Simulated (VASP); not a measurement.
# Al (a cell with a defect): single point with PBE

Al (a cell with a defect):

```xyz
31
Lattice="8.1000 0.0000 0.0000 0.0000 8.1000 0.0000 0.0000 0.0000 8.1000" Properties=species:S:1:pos:R:3 pbc="T T T"
Al    4.0396    0.0313    0.0013
Al    6.0611    2.0300    0.0013
Al    6.0855   -0.0061    2.0364
Al    0.0147    0.0131    0.0012
Al    3.8156    3.8126    0.0008
Al    6.0673    6.0672    0.0012
Al    2.0285    0.0181    1.9984
Al    4.0551    1.9937    2.0873
Al    6.0506    4.0595    1.9970
Al    4.0662   -0.0530    4.0513
Al    6.1059    2.0303    4.0513
Al    6.0853   -0.0060    6.0662
Al    0.0302    4.0403    0.0012
Al    2.0311    6.0598    0.0012
Al    0.0189    2.0282    1.9973
Al    1.9951    4.0538    2.0849
Al    4.0599    6.0499    1.9964
Al    0.0053    0.0051    4.0512
Al    2.0142    2.0140    4.0512
Al    4.0677    4.0676    4.0512
Al    6.0772    6.0763    4.0513
Al    2.0284    0.0181    6.1040
Al    4.0548    1.9938    6.0152
Al    6.0507    4.0595    6.1053
Al   -0.0052    6.0849    2.0367
Al   -0.0506    4.0654    4.0511
Al    2.0308    6.1039    4.0511
Al    0.0188    2.0282    6.1051
Al    1.9948    4.0540    6.0171
Al    4.0597    6.0499    6.1060
Al   -0.0053    6.0849    6.0657
```

- Program: VASP 6.6.1
- Task: single point
- Functional: PBE
- Potentials or basis: VASP PAW PBE potentials, release 64 (Al)
- Cutoff: 520 eV
- k mesh: 3 × 3 × 3
- Occupations: gaussian, width 0.05 eV
- Spin: no spin polarisation

The pressure is -1.1 GPa, the largest force is 0.462 eV/Å and the band gap on the k mesh is zero (an odd number of electrons rules out a gap without spin polarisation).

Forces on the atoms (eV/Å):
```
Al  -0.004 -0.022  0.000
Al   0.004 -0.028  0.001
Al  -0.012 -0.016  0.004
Al  -0.010 -0.008  0.001
Al   0.325  0.329  0.001
Al  -0.025 -0.026  0.001
Al  -0.006 -0.010  0.001
Al  -0.037  0.018 -0.071
Al  -0.001 -0.014  0.014
Al  -0.011  0.015  0.000
Al  -0.037 -0.012  0.000
Al  -0.010 -0.016 -0.005
Al  -0.019 -0.005  0.000
Al  -0.028  0.006  0.000
Al  -0.010 -0.007  0.003
Al   0.016 -0.038 -0.067
Al  -0.013 -0.001  0.015
Al  -0.009 -0.010  0.001
Al  -0.007 -0.007  0.000
Al  -0.010 -0.011  0.000
Al  -0.013 -0.013  0.000
Al  -0.006 -0.010 -0.002
Al  -0.037  0.017  0.071
Al  -0.002 -0.015 -0.015
Al  -0.015 -0.013  0.004
Al   0.012 -0.010  0.000
Al  -0.011 -0.034  0.000
Al  -0.011 -0.007 -0.004
Al   0.016 -0.039  0.068
Al  -0.013 -0.002 -0.016
Al  -0.016 -0.012 -0.004
```

Stress tensor (GPa, compression positive):
```
-1.16 -0.10  0.00
-0.10 -1.16  0.00
 0.00  0.00 -0.90
```

Levels at points of the mesh, in eV from the Fermi level:
| k point | band 43 | band 44 | band 45 | band 46 | band 47 | band 48 | band 49 | band 50 | band 51 | band 52 |
| --- | --- | --- | --- | --- | --- | --- | --- | --- | --- | --- |
| (0.00, 0.00, 0.00) | -0.29 | -0.27 | -0.26 | 0.39 | 0.49 | 0.51 | 0.53 | 0.54 | 0.57 | 1.24 |

Run time: 5.1 min on 1 thread of AMD EPYC 9R45 96-Core Processor (Zen 5), on a shared host, peak memory 0.6 GiB.
